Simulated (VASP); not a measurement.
# Te2Mo (P-6m2) in VASP: further runs

Te2Mo is run at these levels: LDA; tasks: single point.

All numbers are computed with VASP 6.6.1; they aren't measurements. Logs are shortened: lines on timing, memory, paths and dates and some standing lists are left out, and cuts for length are marked.

## Step 1: The cell of the first run

Symmetry: P-6m2, No. 187, hexagonal system. Conventional cell: a = 3.129 Å, b = 3.129 Å, c = 6.888 Å, α = 90.00°, β = 90.00°, γ = 120.00°. Within 3.4 Å of Te (site symmetry 3m) lie 3 Mo at 2.60 Å and 7 Te at 3.13 to 3.14 Å. Within 3.4 Å of Mo (site symmetry -6m2) lie 6 Te at 2.60 Å and 6 Mo at 3.13 Å.

## Step 2: Single point, LDA

File INCAR:

```
SYSTEM = Te2Mo
ALGO     = Normal         ! electronic algorithm
EDIFF    = 1E-7           ! SCF threshold, eV
ENCUT    = 520            ! plane-wave cutoff, eV
GGA      = CA             ! functional
ISIF     = 2              ! what is computed and relaxed
ISMEAR   = 1              ! smearing method
LASPH    = .TRUE.         ! aspherical terms in the spheres
LCHARG   = .FALSE.        ! write CHGCAR
LREAL    = .FALSE.        ! projectors in reciprocal space
LWAVE    = .FALSE.        ! write WAVECAR
NBANDS   = 20             ! bands
NELM     = 60             ! most SCF steps
PREC     = Accurate       ! precision mode
SIGMA    = 0.1            ! smearing width, eV
```

File KPOINTS:

```
k-points
0
G
  9 9 2
  0 0 0
```

File POSCAR:

```
Te2Mo
1.0
    3.1291539149      0.0000000025      0.0000000000
   -1.5645769597      2.7099267814      0.0000000000
    0.0000000000      0.0000000000      6.8883774554
Te Mo
2 1
Direct
    0.3333333333      0.6666666667      0.7276562298
    0.3333333333      0.6666666667      0.2723437702
    0.0000000000      0.0000000000      0.0000000000
```

Potentials or basis: VASP PAW LDA potentials, release 64 (Te, Mo_sv).

Run with:

```
$ cat potpaw_LDA.64/Te/POTCAR potpaw_LDA.64/Mo_sv/POTCAR > POTCAR
$ mpirun -np 1 vasp_std > vasp.out
```

OUTCAR:

```text
SYSTEM = Te2Mo
   EDIFF = 1E-7
   ENCUT = 520
   GGA = CA
   ISIF = 2
   ISMEAR = 1
   LASPH = .TRUE.
   LREAL = .FALSE.
   NELM = 60
   PREC = Accurate

 ion  position               nearest neighbor table
   1  0.333  0.667  0.728-   3 2.60   3 2.60   3 2.60   2 3.14
   2  0.333  0.667  0.272-   3 2.60   3 2.60   3 2.60   1 3.14
   3  0.000  0.000  0.000-   1 2.60   2 2.60   1 2.60   2 2.60   1 2.60   2 2.60

  LATTYP: Found a hexagonal cell.
 ALAT       =     3.1291539149
 C/A-ratio  =     2.2013546290

  Lattice vectors:

 A1 = (   3.1291539149,   0.0000000025,   0.0000000000)
 A2 = (  -1.5645769597,   2.7099267814,   0.0000000000)
 A3 = (   0.0000000000,   0.0000000000,   6.8883774554)

Analysis of symmetry for initial positions (statically):
=====================================================================
 Subroutine PRICEL returns:
 Original cell was already a primitive cell.

 Routine SETGRP: Setting up the symmetry group for a
 hexagonal supercell.

 Subroutine GETGRP returns: Found 12 space group operations
 (whereof 12 operations were pure point group operations)
 out of a pool of 24 trial point group operations.

The static configuration has the point symmetry D_3h.

Analysis of symmetry for dynamics (positions and initial velocities):
=====================================================================
 Subroutine PRICEL returns:
 Original cell was already a primitive cell.

 Routine SETGRP: Setting up the symmetry group for a
 hexagonal supercell.

 Subroutine GETGRP returns: Found 12 space group operations
 (whereof 12 operations were pure point group operations)
 out of a pool of 24 trial point group operations.

The dynamic configuration has the point symmetry D_3h.

 Subroutine INISYM returns: Found 12 space group operations
 (whereof 12 operations are pure point group operations),
 and found     1 'primitive' translations

----------------------------------------------------------------------------------------

                                     Primitive cell

  volume of cell :      58.4119

  direct lattice vectors                    reciprocal lattice vectors
     3.129153915  0.000000003  0.000000000     0.319575204  0.184506830  0.000000000
    -1.564576960  2.709926781  0.000000000    -0.000000000  0.369013660  0.000000000
     0.000000000  0.000000000  6.888377455     0.000000000  0.000000000  0.145172068

  length of vectors
     3.129153915  3.129153915  6.888377455     0.369013660  0.369013660  0.145172068

  position of ions in fractional coordinates (direct lattice)
     0.333333333  0.666666667  0.727656230
     0.333333333  0.666666667  0.272343770
     0.000000000  0.000000000  0.000000000

  ion indices of the primitive-cell ions
   primitive index   ion index
                 1           1
                 2           2
                 3           3

----------------------------------------------------------------------------------------

 KPOINTS: k-points

Automatic generation of k-mesh.
 Grid dimensions read from file:
 generate k-points for:    9    9    2

 Generating k-lattice:

  Cartesian coordinates                     Fractional coordinates (reciprocal lattice)
     0.035508356  0.020500759  0.000000000     0.111111111  0.000000000  0.000000000
    -0.000000000  0.041001518  0.000000000     0.000000000  0.111111111  0.000000000
     0.000000000  0.000000000  0.072586034     0.000000000  0.000000000  0.500000000

  Length of vectors
     0.041001518  0.041001518  0.072586034

  Shift w.r.t. Gamma in fractional coordinates (k-lattice)
     0.000000000  0.000000000  0.000000000

 Subroutine IBZKPT returns following result:
 ===========================================

 Found     24 irreducible k-points:

 Following reciprocal coordinates:
            Coordinates               Weight
  0.000000  0.000000  0.000000      1.000000
  0.111111 -0.000000  0.000000      6.000000
  0.222222  0.000000  0.000000      6.000000
  0.333333  0.000000  0.000000      6.000000
  0.444444  0.000000  0.000000      6.000000
  0.111111  0.111111  0.000000      6.000000
[... 16 lines left out ...]
  0.333333  0.222222  0.500000     12.000000
  0.333333  0.333333  0.500000      2.000000
   k-points           NKPTS =     24   k-points in BZ     NKDIM =     24   number of bands    NBANDS=     20
   number of dos      NEDOS =    301   number of ions     NIONS =      3
   total plane-waves  NPLWV =  31104
   dimension x,y,z NGX =    24 NGY =   24 NGZ =   54
   dimension x,y,z NGXF=    48 NGYF=   48 NGZF=  108
   ions per type =               2   1
   NGX,Y,Z   is equivalent  to a cutoff of  12.75, 12.75, 13.03 a.u.
   NGXF,Y,Z  is equivalent  to a cutoff of  25.50, 25.50, 26.07 a.u.
 SYSTEM =  Te2Mo
   PREC   = accura    normal or accurate (medium, high low for compatibility)
   ISTART =      0    job   : 0-new  1-cont  2-samecut
   ICHARG =      2    charge: 1-file 2-atom 10-const
   ISPIN  =      1    spin polarized calculation?
   LNONCOLLINEAR =      F non collinear calculations
   LSORBIT =      F    spin-orbit coupling
   LASPH  =      T    aspherical Exc in radial PAW
   ENCUT  =  520.0 eV  38.22 Ry    6.18 a.u.   5.82  5.82 12.81*2*pi/ulx,y,z
   NELM   =     60;   NELMIN=  2; NELMDL= -5     # of ELM steps
   EDIFF  = 0.1E-06   stopping-criterion for ELM
   LREAL  =      F    real-space projection
   EDIFFG = 0.1E-05   stopping-criterion for IOM
   NSW    =      0    number of steps for IOM
   IBRION =     -1    ionic relax: 0-MD 1-quasi-New 2-CG
   NFREE  =      0    steps in history (QN), initial steepest desc. (CG)
   ISIF   =      2    stress and relaxation
   ISYM   =      2    0-nonsym 1-usesym 2-fastsym
   POTIM  = 0.5000    time-step for ionic-motion
   TEBEG  =    0.0;   TEEND  =   0.0 temperature during run
   PSTRESS=    0.0 pullay stress
   NELECT =      26.0000    total number of electrons
   NUPDOWN=      -1.0000    fix difference up-down
   EMIN   =  10.00;   EMAX   =-10.00  energy-range for DOS
   EFERMI =   0.00;   METHOD = LEGACY
   ISMEAR =     1;   SIGMA  =   0.10  broadening in eV -4-tet -1-fermi 0-gaus
   EFERMI_NEDOS =   21; number of points for ismear=-14 and -15
   IALGO  =     38    algorithm
   IMIX   =      4    mixing-type and parameters
     AMIX     =   0.40;   BMIX     =  1.00
     AMIX_MAG =   1.60;   BMIX_MAG =  1.00
  volume/ion in A,a.u.               =      19.47       131.39
  Fermi-wavevector in a.u.,A,eV,Ry     =   1.249968  2.362097 21.258006  1.562419
  Thomas-Fermi vector in A             =   2.383984
   LORBIT       =      0    0 simple, 1 ext, 2 COOP (PROOUT), +10 PAW based schemes
   GGA     = CA    functional components
   LHFCALC =     F    Hartree Fock is set to
   AEXX    =    0.0000 exact exchange contribution
   IVDW    =     0    specifies the selected vdW correction
   LEPSILON=     F    determine dielectric tensor
   LRPA    =     F    only Hartree local field effects (RPA)
 non-spin polarized calculation
 Methfessel and Paxton  Order N= 1 SIGMA  =   0.10
  energy-cutoff  :      520.00
  volume of cell :       58.41
 maximum number of plane-waves:      1584
 NGX is ok and might be reduce to    24
   NGX = 11   NGY = 11   NGZ = 25

 number of electron      26.0000001 magnetization

 Free energy of the ion-electron system (eV)
  ---------------------------------------------------
  ext. energy  EPLUGINS =         0.00000000
  ---------------------------------------------------
  free energy    TOTEN  =       -18.98158812 eV

  energy without entropy =      -18.98124730  energy(sigma->0) =      -18.98147451

 E-fermi :  12.0885     XC(G=0): -11.8803

 val. band max:       12.0833076464   @ k =   0.2222   0.1111   0.0000
 cond. band min:      12.0942209017   @ k =   0.3333   0.0000   0.5000
 fundamental gap:      0.0109132553
 Fermi energy:        12.0884806890

 k-point     1 :       0.0000    0.0000    0.0000
  band No.  band energies     occupation
      1     -48.2638      2.00000
      2     -22.9415      2.00000
      3     -22.3373      2.00000
      4     -22.3373      2.00000
      5      -3.2545      2.00000
      6      -1.6111      2.00000
[... 12 lines left out ...]
     19      19.9494      0.00000
     20      21.7247      0.00000

 k-point     2 :       0.1111   -0.0000    0.0000
  band No.  band energies     occupation
      1     -48.2580      2.00000
      2     -22.9292      2.00000
      3     -22.3917      2.00000
      4     -22.3496      2.00000
      5      -2.9978      2.00000
      6      -1.4214      2.00000
[... 12 lines left out ...]
     19      20.3810      0.00000
     20      21.2522      0.00000

 k-point     3 :       0.2222    0.0000    0.0000
  band No.  band energies     occupation
      1     -48.2433      2.00000
      2     -22.8980      2.00000
      3     -22.5276      2.00000
      4     -22.3805      2.00000
      5      -2.2492      2.00000
      6      -0.8673      2.00000
[... 12 lines left out ...]
     19      19.7161      0.00000
     20      19.8117      0.00000

 k-point     4 :       0.3333    0.0000    0.0000
  band No.  band energies     occupation
      1     -48.2265      2.00000
      2     -22.8624      2.00000
      3     -22.6786      2.00000
      4     -22.4155      2.00000
      5      -1.0924      2.00000
      6      -0.0254      2.00000
[... 12 lines left out ...]
     19      18.3877      0.00000
     20      18.7304      0.00000

 k-point     5 :       0.4444    0.0000    0.0000
  band No.  band energies     occupation
      1     -48.2154      2.00000
      2     -22.8391      2.00000
      3     -22.7754      2.00000
      4     -22.4381      2.00000
      5       0.1394      2.00000
      6       0.7953      2.00000
[... 12 lines left out ...]
     19      18.0767      0.00000
     20      18.6407      0.00000

 k-point     6 :       0.1111    0.1111    0.0000
  band No.  band energies     occupation
      1     -48.2478      2.00000
      2     -22.9075      2.00000
      3     -22.4820      2.00000
      4     -22.3761      2.00000
      5      -2.4947      2.00000
      6      -1.0488      2.00000
[... 12 lines left out ...]
     19      20.9050      0.00000
     20      20.9228      0.00000

 k-point     7 :       0.2222    0.1111    0.0000
  band No.  band energies     occupation
      1     -48.2320      2.00000
      2     -22.8741      2.00000
      3     -22.6140      2.00000
      4     -22.4203      2.00000
      5      -1.5359      2.00000
      6      -0.3417      2.00000
[... 12 lines left out ...]
     19      19.3942      0.00000
     20      20.3606      0.00000
[... 277 lines left out ...]
 k-point    20 :       0.3333    0.1111    0.5000
  band No.  band energies     occupation
      1     -48.2180      2.00000
      2     -22.8447      2.00000
      3     -22.7273      2.00000
      4     -22.4596      2.00000
      5      -0.1726      2.00000
      6       0.3885      2.00000
[... 12 lines left out ...]
     19      19.1377      0.00000
     20      19.5458      0.00000

 k-point    21 :       0.4444    0.1111    0.5000
  band No.  band energies     occupation
      1     -48.2125      2.00000
      2     -22.8330      2.00000
      3     -22.7715      2.00000
      4     -22.4750      2.00000
      5       0.3945      2.00000
      6       1.1993      2.00000
[... 12 lines left out ...]
     19      17.9398      0.00000
     20      19.1434      0.00000

 k-point    22 :       0.2222    0.2222    0.5000
  band No.  band energies     occupation
      1     -48.2191      2.00000
      2     -22.8468      2.00000
      3     -22.6863      2.00000
      4     -22.4907      2.00000
      5      -0.2909      2.00000
      6       0.2181      2.00000
[... 12 lines left out ...]
     19      20.1195      0.00000
     20      21.0327      0.00000

 k-point    23 :       0.3333    0.2222    0.5000
  band No.  band energies     occupation
      1     -48.2106      2.00000
      2     -22.8290      2.00000
      3     -22.7205      2.00000
      4     -22.5492      2.00000
      5       0.5170      2.00000
      6       1.3086      2.00000
[... 12 lines left out ...]
     19      18.4817      0.00000
     20      20.0403      0.00000

 k-point    24 :       0.3333    0.3333    0.5000
  band No.  band energies     occupation
      1     -48.2077      2.00000
      2     -22.8228      2.00000
      3     -22.6709      2.00000
      4     -22.6319      2.00000
      5       0.8469      2.00000
      6       1.7484      2.00000
[... 12 lines left out ...]
     19      18.3475      0.00000
     20      18.9083      0.00000

------------------------ aborting loop because EDIFF is reached ----------------------------------------

  FORCE on cell =-STRESS in cart. coord.  units (eV):
  Direction    XX          YY          ZZ          XY          YZ          ZX
  --------------------------------------------------------------------------------------
  -------------------------------------------------------------------------------------
  Total       11.1261909     11.1261909     11.2356722     -0.0000000     -0.0000000      0.0000000
  in kB      305.1797186    305.1797186    308.1826768     -0.0000000     -0.0000000      0.0000000
  external PRESSURE =     306.1807047 kB  Pullay stress =       0.0000000 kB

 VOLUME and BASIS-vectors are now :
 -----------------------------------------------------------------------------
  energy-cutoff  :      520.00
  volume of cell :       58.41
      direct lattice vectors                 reciprocal lattice vectors
     3.129153915  0.000000003  0.000000000     0.319575204  0.184506830  0.000000000
    -1.564576960  2.709926781  0.000000000    -0.000000000  0.369013660  0.000000000
     0.000000000  0.000000000  6.888377455     0.000000000  0.000000000  0.145172068

 POSITION                                       TOTAL-FORCE (eV/Angst)
 -----------------------------------------------------------------------------------
     -0.00000      1.80662      5.01237         0.000000      0.000000     -0.045808
     -0.00000      1.80662      1.87601         0.000000     -0.000000      0.045808
      0.00000      0.00000      0.00000        -0.000000      0.000000      0.000000
 -----------------------------------------------------------------------------------
    total drift:                                0.000000     -0.000000      0.000000

  FREE ENERGIE OF THE ION-ELECTRON SYSTEM (eV)
  ---------------------------------------------------
  free  energy   TOTEN  =       -18.9815881161 eV

  energy  without entropy=      -18.9812473044  energy(sigma->0) =      -18.98147451
```

Wall time 36 s (1 thread of Intel Xeon 8259CL, shared host); peak memory 0.17 GiB.

Results:

```yaml
Free_energy: -18.9816 eV
Pressure: 30.6 GPa
Largest_force: 0.046 eV/Å
Band_gap_on_the_k_mesh: zero (bands 13 and 14 overlap by 0.51 eV)
```

Forces on the atoms (eV/Å):
```
Te   0.000  0.000 -0.046
Te   0.000  0.000  0.046
Mo   0.000  0.000  0.000
```

Caveat: the k points lie up to 0.46 Å⁻¹ apart, too coarse for converged energies and pressures of a metal; spin-orbit coupling is left out, which moves the levels of the heavy elements.

[end of part 1 of 2]
